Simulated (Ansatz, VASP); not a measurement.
## One calculation of HBr, two programs

```
Br H
1.0
    11.70158    0.00000    0.00000
     0.00000   12.20158    0.00000
     0.00000    0.00000   12.70158
Br H
1 1
Cartesian
  6.2396 6.3531 5.7375
  5.5822 6.0165 6.9641
```

Alike in both runs: task single point; functional RPBE; k mesh 1 × 1 × 1; occupations gaussian, width 0.005 eV; no spin polarisation.

|  | VASP | Ansatz |
| --- | --- | --- |
| version | VASP 6.6.1 | Ansatz 0.2.0 |
| potentials or method | VASP PAW PBE potentials, release 64 (Br, H) | scalar-relativistic, plane waves, PAW |
| plane-wave cutoff (eV) | 400 | 420 |
| valence electrons in the cell | 8 | 8 |

```csv
,VASP,Ansatz,Ansatz less VASP
rms of the force components (eV/Å),0.024,0.004,-0.0197
```

VASP's potentials were made for PBE, not for RPBE. Atom by atom the forces differ by 0.020 eV/Å (rms over components). The functional is the same, so the differences come from potentials, cutoffs and numerics.
